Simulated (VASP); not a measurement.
Wanted: the native input for a VASP 6.6.1 run.

```
Task                   : single point
Functional             : PBE
Potentials or basis    : VASP PAW PBE potentials, release 64 (Mg, H)
Cutoff                 : 520 eV
k mesh                 : 4 × 5 × 1
Occupations            : gaussian, width 0.1 eV
Spin                   : no spin polarisation
Dipole correction      : yes
Further INCAR settings : ALGO = Normal; EDIFF = 1e-07; NBANDS = 20
```

The structure of Mg4H lies in POSCAR:

```
Mg4H
1.0
    6.4201385733      0.0000000000      0.0000000000
    0.0000000000      5.1379129567      0.0000000000
    0.0000000000      0.0000000000     21.6644777330
Mg H
8 2
Direct
    0.0000000000      0.7500000000      0.1846340378
    0.5000000000      0.7500000000      0.1846340378
    0.2500000000      0.2500000000      0.2274076137
    0.7500000000      0.2500000000      0.2274076137
    0.2500000000      0.7500000000      0.3173234500
    0.7500000000      0.7500000000      0.3173234500
    0.0000000000      0.2500000000      0.3537808678
    0.5000000000      0.2500000000      0.3537808678
    0.6784283361      0.0833333333      0.4922563961
    0.8215716639      0.0833333333      0.4922563961
```

These files were run (other wordings do the same):

INCAR

```
SYSTEM = Mg4H
  PREC = Accurate
  ENCUT = 520
  EDIFF = 1E-7
  ISMEAR = 0
  SIGMA = 0.1
  LREAL = .False.
  LASPH = .True.
  NELM = 100
  ALGO = Normal
  ISIF = 2
  LWAVE = .False.
  LCHARG = .True.
  LDIPOL = .True.
  IDIPOL = 3
  DIPOL = 0.5 0.5 0.315
  GGA = PE
  LELF = .True.
  LVHAR = .True.
  LVACPOTAV = .True.
  NBANDS = 20
```

KPOINTS

```
Automatic mesh
0
Gamma
  4 5 1
  0 0 0
```

Potentials or basis: VASP PAW PBE potentials, release 64 (Mg, H).

The run is started by

```console
$ cat potpaw_PBE.64/Mg/POTCAR potpaw_PBE.64/H/POTCAR > POTCAR
$ mpirun -np 1 vasp_std > vasp.out
```

It gave:

```
Largest force          : 3.457 eV/Å
Band gap on the k mesh : zero (band 9 reaches -1.80 eV, above the bottom of band 10 at -2.05 eV)
```

Wall time 3.4 min on 1 thread of Intel(R) Xeon(R) 6975P-C (Granite Rapids) (shared host), peak memory 0.66 GiB.
